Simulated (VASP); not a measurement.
A run of VASP 6.6.1 is set up as follows.

INCAR

```
PREC = Accurate
ENCUT = 520
EDIFF = 1E-8
ISMEAR = -1
SIGMA = 0.01
LREAL = F
LASPH = T
NELM = 80
ALGO = Normal
ISIF = 2
LWAVE = F
LCHARG = F
GGA = PE
LEFG = T
NBANDS = 16
```

Contents of KPOINTS:

```
regular mesh
0
Gamma
  8 8 8
```

The input POSCAR:

```
ZnS
1.0
    0.0000000000      2.7402415815      2.7402415815
    2.7402415815      0.0000000000      2.7402415815
    2.7402415815      2.7402415815      0.0000000000
Zn S
1 1
Direct
    0.0000000000      0.0000000000      0.0000000000
    0.7500000000      0.7500000000      0.7500000000
```

Potentials or basis: VASP PAW PBE potentials, release 64 (Zn, S).

Command:

```sh
$ cat potpaw_PBE.64/Zn/POTCAR potpaw_PBE.64/S/POTCAR > POTCAR
$ mpirun -np 1 vasp_std > vasp.out
```

Question: What does it give for the band gap on the k mesh?

Answer: 1.93 eV, direct.

Question: Predict the pressure.

Answer: -1.2 GPa.

Caveat: without QUAD_EFG the Cq values of the log hold for a quadrupole moment of 1 mb, not for the nuclei.
